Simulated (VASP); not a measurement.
## MgO: single point with r2SCAN

The system is MgO.

```
Mg O
1.0
     3.48408    0.00000    0.00000
    -1.74204    3.01730    0.00000
     0.00000    0.00000    4.18532
Mg O
2 2
Direct
  0.66667 0.33333 0.75000
  0.33333 0.66667 0.25000
  0.66667 0.33333 0.25000
  0.33333 0.66667 0.75000
```

* Program: VASP 6.6.1
* Task: single point
* Functional: r2SCAN
* Potentials or basis: VASP PAW PBE potentials, release 64 (Mg, O)
* Cutoff: 520 eV
* k mesh: 9 × 9 × 6
* Occupations: gaussian, width 0.01 eV
* Spin: no spin polarisation

```json
{
  "Pressure": "-0.8 GPa",
  "Band gap on the k mesh": "4.08 eV"
}
```

Stress tensor (GPa, compression positive):
```
-0.67  0.00  0.00
 0.00 -0.67  0.00
 0.00  0.00 -0.96
```

Levels at points of the mesh, in eV from the valence-band top:
```csv
k point,band 5,band 6,band 7,band 8,band 9,band 10,band 11,band 12
"(0.00, 0.00, 0.00)",-1.77,-0.84,-0.84,0.00,4.08,10.38,13.16,13.47
"(0.00, 0.00, 0.50)",-1.32,-1.32,-1.32,-1.32,7.14,7.14,13.85,13.85
```

Wall time 3.2 min on 1 thread of Intel Xeon 8259CL, on a shared host, peak memory 0.19 GiB.

Caveat: the PAW data sets were made with another functional, which shifts forces and pressure a little.
